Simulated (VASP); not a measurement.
# Ta (I4/mmm) in VASP: a series of runs, part 2 of 3

VASP 6.6.1. Earlier steps stand in the parts before.

## 3. Single point, r2SCAN (uniaxial strain along a: -4.0 %)

POSCAR

```
Ta
1.0
    3.1724781373      0.0000000000      0.0000000000
    0.0000000000      3.3377113736      0.0000000000
    0.0000000000      0.0000000000      3.3377113736
Ta
2
Direct
    0.0000000000      0.0000000000      0.0000000000
    0.5000000000      0.5000000000      0.5000000000
```

INCAR.step1

```
SYSTEM = Ta
ALGO = Normal
EDIFF = 1E-4
ENCUT = 520
GGA = PE
ISMEAR = 0
LASPH = .TRUE.
LCHARG = .FALSE.
LREAL = .FALSE.
LWAVE = .TRUE.
NBANDS = 18
NELM = 80
PREC = Accurate
SIGMA = 0.1
```

INCAR.step2

```
SYSTEM = Ta
ALGO = Normal
EDIFF = 1E-6
ENCUT = 520
ISIF = 2
ISMEAR = 0
ISTART = 1
LASPH = .TRUE.
LCHARG = .FALSE.
LMIXTAU = .TRUE.
LREAL = .FALSE.
LWAVE = .FALSE.
METAGGA = R2SCAN
NBANDS = 18
NELM = 80
PREC = Accurate
SIGMA = 0.1
```

KPOINTS

```
k-points
0
G
  16 16 16
  0 0 0
```

Potentials or basis: VASP PAW PBE potentials, release 64 (Ta_pv).

Command:

```console
$ cat potpaw_PBE.64/Ta_pv/POTCAR > POTCAR
$ cp INCAR.step1 INCAR
$ mpirun -np 1 vasp_std > vasp.out
$ cp INCAR.step2 INCAR
$ mpirun -np 1 vasp_std > vasp.out
```

OUTCAR:

```text
SYSTEM = Ta
   EDIFF = 1E-6
   ENCUT = 520
   ISIF = 2
   ISMEAR = 0
   ISTART = 1
   LASPH = .TRUE.
   LREAL = .FALSE.
   METAGGA = R2SCAN
   NELM = 80
   PREC = Accurate

 ion  position               nearest neighbor table
   1  0.000  0.000  0.000-   2 2.84   2 2.84   2 2.84   2 2.84   2 2.84   2 2.84   2 2.84   2 2.84

   2  0.500  0.500  0.500-   1 2.84   1 2.84   1 2.84   1 2.84   1 2.84   1 2.84   1 2.84   1 2.84

  LATTYP: Found a simple tetragonal cell.
 ALAT       =     3.3377113736
 C/A-ratio  =     0.9504950495

  Lattice vectors:

 A1 = (   0.0000000000,   3.3377113736,   0.0000000000)
 A2 = (   0.0000000000,   0.0000000000,   3.3377113736)
 A3 = (   3.1724781373,   0.0000000000,   0.0000000000)

Analysis of symmetry for initial positions (statically):
=====================================================================
 Subroutine PRICEL returns following result:

  LATTYP: Found a body centered tetragonal cell.
 ALAT       =     3.3377113736
 C/A-ratio  =     0.9504950495

  Lattice vectors:

 A1 = (  -1.5862390687,   1.6688556868,   1.6688556868)
 A2 = (  -1.5862390687,  -1.6688556868,  -1.6688556868)
 A3 = (   1.5862390687,  -1.6688556868,   1.6688556868)

   2 primitive cells build up your supercell.

 Routine SETGRP: Setting up the symmetry group for a
 simple tetragonal supercell.

 Subroutine GETGRP returns: Found 16 space group operations
 (whereof 16 operations were pure point group operations)
 out of a pool of 16 trial point group operations.

The static configuration has the point symmetry D_4h.

Analysis of symmetry for dynamics (positions and initial velocities):
=====================================================================
 Subroutine PRICEL returns following result:

  LATTYP: Found a body centered tetragonal cell.
 ALAT       =     3.3377113736
 C/A-ratio  =     0.9504950495

  Lattice vectors:

[... 121 lines left out ...]
   PSTRESS=    0.0 pullay stress
   NELECT =      22.0000    total number of electrons
   NUPDOWN=      -1.0000    fix difference up-down
   EMIN   =  10.00;   EMAX   =-10.00  energy-range for DOS
   EFERMI =   0.00;   METHOD = LEGACY
   ISMEAR =     0;   SIGMA  =   0.10  broadening in eV -4-tet -1-fermi 0-gaus
   EFERMI_NEDOS =   21; number of points for ismear=-14 and -15
   IALGO  =     38    algorithm
   IMIX   =      4    mixing-type and parameters
     AMIX     =   0.40;   BMIX     =  1.00
     AMIX_MAG =   1.60;   BMIX_MAG =  1.00
  volume/ion in A,a.u.               =      17.67       119.25
  Fermi-wavevector in a.u.,A,eV,Ry     =   1.397817  2.641491 26.584321  1.953892
  Thomas-Fermi vector in A             =   2.521036
   LORBIT       =      0    0 simple, 1 ext, 2 COOP (PROOUT), +10 PAW based schemes
   METAGGA = R2SCAN    functional components
   LHFCALC =     F    Hartree Fock is set to
   AEXX    =    0.0000 exact exchange contribution
   IVDW    =     0    specifies the selected vdW correction
   LEPSILON=     F    determine dielectric tensor
   LRPA    =     F    only Hartree local field effects (RPA)
 non-spin polarized calculation
 Gauss-broadening in eV      SIGMA  =   0.10
  energy-cutoff  :      520.00
  volume of cell :       35.34
 maximum number of plane-waves:       971
 NGX is ok and might be reduce to    24
   NGX = 11   NGY = 13   NGZ = 13

 number of electron      21.9999994 magnetization

 Free energy of the ion-electron system (eV)
  ---------------------------------------------------
  ext. energy  EPLUGINS =         0.00000000
  ---------------------------------------------------
  free energy    TOTEN  =       -97.12926734 eV

  energy without entropy =      -97.11659075  energy(sigma->0) =      -97.12292905

 E-fermi :   5.4835     XC(G=0): -13.8819

 val. band max:        5.4807561449   @ k =   0.2500   0.2500   0.0000
 cond. band min:       5.4840812935   @ k =   0.1250   0.1875   0.0000
 fundamental gap:      0.0033251485
 Fermi energy:         5.4834658593

 k-point     1 :       0.0000    0.0000    0.0000
  band No.  band energies     occupation
      1     -29.6117      2.00000
      2     -29.6117      2.00000
      3     -29.4712      2.00000
      4     -28.6658      2.00000
      5     -28.6658      2.00000
      6     -28.6539      2.00000
[... 481 lines left out ...]
      5     -28.8805      2.00000
      6     -28.7734      2.00000
[... 10 lines left out ...]
     17      11.7837      0.00000
     18      12.7307      0.00000

 [... further k-points ...]
[... 5 lines left out ...]
  --------------------------------------------------------------------------------------
  -------------------------------------------------------------------------------------
  Total        1.9839112      0.8257203      0.8257203      0.0000000      0.0000000      0.0000000
  in kB       89.9366319     37.4323698     37.4323698      0.0000000      0.0000000      0.0000000
  external PRESSURE =      54.9337905 kB  Pullay stress =       0.0000000 kB

 VOLUME and BASIS-vectors are now :
 -----------------------------------------------------------------------------
  energy-cutoff  :      520.00
  volume of cell :       35.34
      direct lattice vectors                 reciprocal lattice vectors
     3.172478137  0.000000000  0.000000000     0.315210998  0.000000000  0.000000000
     0.000000000  3.337711374  0.000000000     0.000000000  0.299606493  0.000000000
     0.000000000  0.000000000  3.337711374     0.000000000  0.000000000  0.299606493

 POSITION                                       TOTAL-FORCE (eV/Angst)
 -----------------------------------------------------------------------------------
      0.00000      0.00000      0.00000         0.000000     -0.000000     -0.000000
      1.58624      1.66886      1.66886        -0.000000      0.000000      0.000000
 -----------------------------------------------------------------------------------
    total drift:                                0.000000      0.000000     -0.000000

  FREE ENERGIE OF THE ION-ELECTRON SYSTEM (eV)
  ---------------------------------------------------
  free  energy   TOTEN  =       -97.1292673379 eV

  energy  without entropy=      -97.1165907522  energy(sigma->0) =      -97.12292905
```

OUTCAR.step1:

```text
SYSTEM = Ta
   EDIFF = 1E-4
   ENCUT = 520
   GGA = PE
   ISMEAR = 0
   LASPH = .TRUE.
   LREAL = .FALSE.
[... 747 lines left out ...]
      0.00000      0.00000      0.00000        -0.000000     -0.000000      0.000000
      1.58624      1.66886      1.66886         0.000000      0.000000     -0.000000
 -----------------------------------------------------------------------------------
    total drift:                                0.000000      0.000000     -0.000000

  FREE ENERGIE OF THE ION-ELECTRON SYSTEM (eV)
  ---------------------------------------------------
  free  energy   TOTEN  =       -23.5806835472 eV

  energy  without entropy=      -23.5662888327  energy(sigma->0) =      -23.57348619
```

OSZICAR.step1:

```text
N       E                     dE             d eps       ncg     rms          rms(c)
DAV:   1     0.171602135031E+03    0.17160E+03   -0.12500E+04 14580   0.126E+03
DAV:   2    -0.201705137944E+02   -0.19177E+03   -0.18825E+03 18026   0.359E+02
DAV:   3    -0.244428571225E+02   -0.42723E+01   -0.42158E+01 17206   0.506E+01
DAV:   4    -0.244728615573E+02   -0.30004E-01   -0.29961E-01 16106   0.444E+00
DAV:   5    -0.244730749859E+02   -0.21343E-03   -0.21342E-03 16142   0.361E-01    0.197E+01
DAV:   6    -0.237924264235E+02    0.68065E+00   -0.69693E-01 16088   0.754E+00    0.977E+00
DAV:   7    -0.235830271943E+02    0.20940E+00   -0.61520E-01 16550   0.672E+00    0.526E-01
DAV:   8    -0.235807673189E+02    0.22599E-02   -0.11811E-02 16184   0.974E-01    0.171E-01
DAV:   9    -0.235806835472E+02    0.83772E-04   -0.35143E-04 15720   0.177E-01
   1 F= -.23580684E+02 E0= -.23573486E+02  d E =-.143947E-01
```

It took 10 min on 1 thread of Intel Xeon 8259CL, shared host; peak memory 0.33 GiB.

What came out:

```yaml
Free_energy: -97.1293 eV
Pressure: 5.5 GPa
Band_gap_on_the_k_mesh: zero (bands 11 and 12 overlap by 2.94 eV)
```

Caveat: the cell differs from its parent crystal (uniaxial strain along a: -4.0 %); the cell stands under pressure; the PAW data sets were made with another functional, which shifts forces and pressure a little; spin-orbit coupling is left out, which moves the levels of the heavy elements.

(Part 2 of 3 ends here.)
